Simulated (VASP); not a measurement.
# Fe (P6_3/mmc) in VASP: single point with PBE

Aim: the single point of Fe with PBE.

All numbers are computed with VASP 6.6.1; they aren't measurements. Logs are shortened: lines on timing, memory, paths and dates and some standing lists are left out, and cuts for length are marked.

## Step 1: The cell of the first run

The structure is hexagonal, space group P6_3/mmc (No. 194). Conventional cell: a = 2.525 Å, b = 2.525 Å, c = 4.374 Å, α = 90.00°, β = 90.00°, γ = 120.00°. Fe (site symmetry -6m2) has 12 Fe at 2.52 to 2.63 Å within 3.3 Å.

This isn't the form of Fe at room conditions, which is bcc.

## Step 2: Single point, PBE, collinear spin, antiferromagnetic start

Input file INCAR:

```
ALGO = Normal
EDIFF = 1E-7
ENCUT = 520
GGA = PE
ISIF = 2
ISMEAR = 0
ISPIN = 2
LASPH = True
LCHARG = False
LMAXMIX = 4
LORBIT = 11
LREAL = False
LWAVE = False
MAGMOM = 2.5 2.5 -2.5 -2.5
NBANDS = 28
NELM = 150
PREC = Accurate
SIGMA = 0.05
```

Input file KPOINTS:

```
k-points
0
Gamma
  18 9 10
```

Input file POSCAR:

```
Fe
1.0
    2.5248651795      0.0000000000      0.0000000000
   -2.5248651795      4.3731947732      0.0000000000
    0.0000000000      0.0000000000      4.3740008733
Fe
4
Direct
    0.3333333333      0.3333333333      0.7500000000
    0.6666666667      0.1666666667      0.2500000000
    0.3333333333      0.8333333333      0.7500000000
    0.6666666667      0.6666666667      0.2500000000
```

Potentials or basis: VASP PAW PBE potentials, release 64 (Fe).

On the command line:

```bash
$ cat potpaw_PBE.64/Fe/POTCAR > POTCAR
$ mpirun -np 1 vasp_std > vasp.out
```

OUTCAR:

```text
EDIFF = 1E-7
   ENCUT = 520
   GGA = PE
   ISIF = 2
   ISMEAR = 0
   ISPIN = 2
   LASPH = True
   LORBIT = 11
   LREAL = False
   NELM = 150
   PREC = Accurate

 ion  position               nearest neighbor table
   1  0.333  0.333  0.750-   3 2.52   3 2.52   3 2.52   3 2.52   2 2.63   2 2.63   2 2.63   2 2.63
                             4 2.63   4 2.63
   2  0.667  0.167  0.250-   4 2.52   4 2.52   4 2.52   4 2.52   1 2.63   1 2.63   1 2.63   1 2.63
                             3 2.63   3 2.63
   3  0.333  0.833  0.750-   1 2.52   1 2.52   1 2.52   1 2.52   4 2.63   4 2.63   4 2.63   4 2.63
                             2 2.63   2 2.63
   4  0.667  0.667  0.250-   2 2.52   2 2.52   2 2.52   2 2.52   3 2.63   3 2.63   3 2.63   3 2.63
                             1 2.63   1 2.63

  LATTYP: Found a simple orthorhombic cell.
 ALAT       =     2.5248651795
 B/A-ratio  =     1.7320508076
 C/A-ratio  =     1.7323700722

  Lattice vectors:

 A1 = (   2.5248651795,   0.0000000000,   0.0000000000)
 A2 = (   0.0000000000,   4.3731947732,   0.0000000000)
 A3 = (   0.0000000000,   0.0000000000,   4.3740008733)

Analysis of symmetry for initial positions (statically):
=====================================================================
 Subroutine PRICEL returns following result:

  LATTYP: Found a hexagonal cell.
 ALAT       =     2.5248651795
 C/A-ratio  =     1.7323700722
[... 12 lines left out ...]
 Subroutine GETGRP returns: Found  8 space group operations
 (whereof  4 operations were pure point group operations)
 out of a pool of  8 trial point group operations.

The static configuration has the point symmetry C_2h.
 The point group associated with its full space group is D_2h.

Analysis of symmetry for dynamics (positions and initial velocities):
=====================================================================
 Subroutine PRICEL returns following result:

  LATTYP: Found a hexagonal cell.
 ALAT       =     2.5248651795
 C/A-ratio  =     1.7323700722
[... 12 lines left out ...]
 Subroutine GETGRP returns: Found  8 space group operations
 (whereof  4 operations were pure point group operations)
 out of a pool of  8 trial point group operations.

The dynamic configuration has the point symmetry C_2h.
 The point group associated with its full space group is D_2h.

Analysis of structural, dynamic, and magnetic symmetry:
=====================================================================
 Subroutine PRICEL returns following result:

  LATTYP: Found a hexagonal cell.
 ALAT       =     2.5248651795
 C/A-ratio  =     1.7323700722
[... 12 lines left out ...]
 Subroutine GETGRP returns: Found  8 space group operations
 (whereof  4 operations were pure point group operations)
 out of a pool of  8 trial point group operations.

The overall configuration has the point symmetry C_2h.
 The point group associated with its full space group is D_2h.

 Subroutine INISYM returns: Found  8 space group operations
 (whereof  4 operations are pure point group operations),
 and found     2 'primitive' translations

----------------------------------------------------------------------------------------

                                     Primitive cell

  volume of cell :      24.1483

  direct lattice vectors                    reciprocal lattice vectors
     2.524865179  0.000000000  0.000000000     0.396060751  0.228665781  0.000000000
    -1.262432590  2.186597387  0.000000000     0.000000000  0.457331563  0.000000000
     0.000000000  0.000000000  4.374000873     0.000000000  0.000000000  0.228623640

  length of vectors
     2.524865179  2.524865180  4.374000873     0.457331563  0.457331563  0.228623640

  position of ions in fractional coordinates (direct lattice)
     0.333333333  0.666666667  0.750000000
     0.666666667  0.333333333  0.250000000

  ion indices of the primitive-cell ions
   primitive index   ion index
                 1           1
                 2           2

----------------------------------------------------------------------------------------

 KPOINTS: k-points

Automatic generation of k-mesh.
 Grid dimensions read from file:
 generate k-points for:   18    9   10

 Generating k-lattice:

  Cartesian coordinates                     Fractional coordinates (reciprocal lattice)
     0.022003375  0.012703655  0.000000000     0.055555556  0.000000000  0.000000000
     0.000000000  0.025407309  0.000000000     0.000000000  0.111111111  0.000000000
     0.000000000  0.000000000  0.022862364     0.000000000  0.000000000  0.100000000

  Length of vectors
     0.025407309  0.025407309  0.022862364

  Shift w.r.t. Gamma in fractional coordinates (k-lattice)
     0.000000000  0.000000000  0.000000000

 Subroutine IBZKPT returns following result:
 ===========================================

 Found    300 irreducible k-points:

 Following reciprocal coordinates:
            Coordinates               Weight
  0.000000  0.000000  0.000000      1.000000
  0.055556  0.000000  0.000000      4.000000
  0.111111  0.000000  0.000000      4.000000
  0.166667 -0.000000  0.000000      4.000000
  0.222222 -0.000000  0.000000      4.000000
  0.277778  0.000000  0.000000      4.000000
[... 16 lines left out ...]
 -0.277778  0.111111  0.000000      4.000000
 -0.222222  0.111111  0.000000      4.000000
 [... further k-points ...]
   k-points           NKPTS =    300   k-points in BZ     NKDIM =    300   number of bands    NBANDS=     28
   number of dos      NEDOS =    301   number of ions     NIONS =      4
   total plane-waves  NPLWV =  28800
   dimension x,y,z NGX =    20 NGY =   40 NGZ =   36
   dimension x,y,z NGXF=    40 NGYF=   80 NGZF=   72
   ions per type =               4
   NGX,Y,Z   is equivalent  to a cutoff of  13.17, 13.17, 13.68 a.u.
   NGXF,Y,Z  is equivalent  to a cutoff of  26.34, 26.34, 27.37 a.u.
 SYSTEM =  unknown system
   PREC   = accura    normal or accurate (medium, high low for compatibility)
   ISTART =      0    job   : 0-new  1-cont  2-samecut
   ICHARG =      2    charge: 1-file 2-atom 10-const
   ISPIN  =      2    spin polarized calculation?
   LNONCOLLINEAR =      F non collinear calculations
   LSORBIT =      F    spin-orbit coupling
   LASPH  =      T    aspherical Exc in radial PAW
   ENCUT  =  520.0 eV  38.22 Ry    6.18 a.u.   4.69  9.39  8.13*2*pi/ulx,y,z
   NELM   =    150;   NELMIN=  2; NELMDL= -5     # of ELM steps
   EDIFF  = 0.1E-06   stopping-criterion for ELM
   LREAL  =      F    real-space projection
   EDIFFG = 0.1E-05   stopping-criterion for IOM
   NSW    =      0    number of steps for IOM
   IBRION =     -1    ionic relax: 0-MD 1-quasi-New 2-CG
   NFREE  =      0    steps in history (QN), initial steepest desc. (CG)
   ISIF   =      2    stress and relaxation
   ISYM   =      2    0-nonsym 1-usesym 2-fastsym
   POTIM  = 0.5000    time-step for ionic-motion
   TEBEG  =    0.0;   TEEND  =   0.0 temperature during run
   PSTRESS=    0.0 pullay stress
   NELECT =      32.0000    total number of electrons
   NUPDOWN=      -1.0000    fix difference up-down
   EMIN   =  10.00;   EMAX   =-10.00  energy-range for DOS
   EFERMI =   0.00;   METHOD = LEGACY
   ISMEAR =     0;   SIGMA  =   0.05  broadening in eV -4-tet -1-fermi 0-gaus
   EFERMI_NEDOS =   21; number of points for ismear=-14 and -15
   IALGO  =     38    algorithm
   IMIX   =      4    mixing-type and parameters
     AMIX     =   0.40;   BMIX     =  1.00
     AMIX_MAG =   1.60;   BMIX_MAG =  1.00
  volume/ion in A,a.u.               =      12.07        81.48
  Fermi-wavevector in a.u.,A,eV,Ry     =   1.427204  2.697025 27.713878  2.036913
  Thomas-Fermi vector in A             =   2.547399
   LORBIT       =     11    0 simple, 1 ext, 2 COOP (PROOUT), +10 PAW based schemes
   GGA     = PE    functional components
   LHFCALC =     F    Hartree Fock is set to
   AEXX    =    0.0000 exact exchange contribution
   IVDW    =     0    specifies the selected vdW correction
   LEPSILON=     F    determine dielectric tensor
   LRPA    =     F    only Hartree local field effects (RPA)
 spin polarized calculation
 Gauss-broadening in eV      SIGMA  =   0.05
  energy-cutoff  :      520.00
  volume of cell :       48.30
 maximum number of plane-waves:      1317
   NGX =  9   NGY = 19   NGZ = 17

 number of electron      31.9999996 magnetization      -0.0000000

 number of electron      31.9999996 magnetization       0.0000000

 Free energy of the ion-electron system (eV)
  ---------------------------------------------------
  ext. energy  EPLUGINS =         0.00000000
  ---------------------------------------------------
  free energy    TOTEN  =       -31.93899530 eV

  energy without entropy =      -31.93086040  energy(sigma->0) =      -31.93492785

 E-fermi :   5.4813     XC(G=0): -12.7854

 val. band max:        5.4806630559   @ k =   0.2778   0.0000   0.3000
 cond. band min:       5.4812996167   @ k =   0.2778   0.1111   0.2000
 fundamental gap:      0.0006365608
 Fermi energy:         5.4812505570

 spin component 1

 k-point     1 :       0.0000    0.0000    0.0000
  band No.  band energies     occupation
      1      -2.7909      1.00000
      2       0.9770      1.00000
      3       1.4549      1.00000
      4       1.6048      1.00000
      5       1.7326      1.00000
      6       3.2002      1.00000
[... 733 lines left out ...]
     27      15.3935      0.00000
     28      15.9543      0.00000

 [... further k-points ...]

 spin component 2

 k-point     1 :       0.0000    0.0000    0.0000
  band No.  band energies     occupation
      1      -2.7909      1.00000
      2       0.9770      1.00000
      3       1.4549      1.00000
      4       1.6048      1.00000
      5       1.7326      1.00000
      6       3.2002      1.00000
[... 733 lines left out ...]
     27      15.3935      0.00000
     28      15.9543      0.00000

 [... further k-points ...]
[... 5 lines left out ...]
  --------------------------------------------------------------------------------------
  -------------------------------------------------------------------------------------
  Total       -5.0469882     -1.1801056     -6.1284234      0.0000000      0.0000000      0.0000000
  in kB     -167.4275781    -39.1485410   -203.3028508      0.0000000      0.0000000      0.0000000
  external PRESSURE =    -136.6263233 kB  Pullay stress =       0.0000000 kB

 VOLUME and BASIS-vectors are now :
 -----------------------------------------------------------------------------
  energy-cutoff  :      520.00
  volume of cell :       48.30
      direct lattice vectors                 reciprocal lattice vectors
     2.524865179  0.000000000  0.000000000     0.396060751  0.228665781  0.000000000
    -2.524865179  4.373194773  0.000000000     0.000000000  0.228665781  0.000000000
     0.000000000  0.000000000  4.374000873     0.000000000  0.000000000  0.228623640

 POSITION                                       TOTAL-FORCE (eV/Angst)
 -----------------------------------------------------------------------------------
      0.00000      1.45773      3.28050        -0.000000     -0.021029      0.000000
      1.26243      0.72887      1.09350         0.000000      0.021029     -0.000000
     -1.26243      3.64433      3.28050        -0.000000     -0.021029     -0.000000
      0.00000      2.91546      1.09350         0.000000      0.021029      0.000000
 -----------------------------------------------------------------------------------
    total drift:                                0.000000     -0.000000     -0.000000

  FREE ENERGIE OF THE ION-ELECTRON SYSTEM (eV)
  ---------------------------------------------------
  free  energy   TOTEN  =       -31.9389953041 eV

  energy  without entropy=      -31.9308604018  energy(sigma->0) =      -31.93492785

 total charge

# of ion       s       p       d       tot
------------------------------------------
    1        0.470   0.493   6.188   7.151
    2        0.470   0.493   6.188   7.151
    3        0.470   0.493   6.188   7.151
    4        0.470   0.493   6.188   7.151
--------------------------------------------------
tot          1.882   1.971  24.751  28.603

 magnetization (x)

# of ion       s       p       d       tot
------------------------------------------
    1        0.010   0.015   2.002   2.027
    2        0.010   0.015   2.002   2.027
    3       -0.010  -0.015  -2.002  -2.027
    4       -0.010  -0.015  -2.002  -2.027
--------------------------------------------------
tot          0.000   0.000   0.000   0.000
```

Run time: 24 min. Hardware: 1 thread of Oxide Virtual Turin-like, shared host; peak memory 0.57 GiB.

What came out:

```
Free energy                                           : -31.9390 eV
Pressure                                              : -13.7 GPa
Largest force                                         : 0.021 eV/Å
Band gap on the k mesh                                : zero (filled and empty bands overlap)
Net moment                                            : 0.00 μB per cell
Site moments                                          : Fe +2.03, -2.03 (each value once) μB
Valence electrons inside the program's atomic spheres : Fe 7.15
```

Forces in eV/Å, atoms in the order of the input:
```
Fe   0.000 -0.021  0.000
Fe   0.000  0.021  0.000
Fe   0.000 -0.021  0.000
Fe   0.000  0.021  0.000
```

Caveat: the stress differs along the axes, from -20 to -4 GPa; the antiferromagnetic order is the one typed at the start, and another may lie lower.
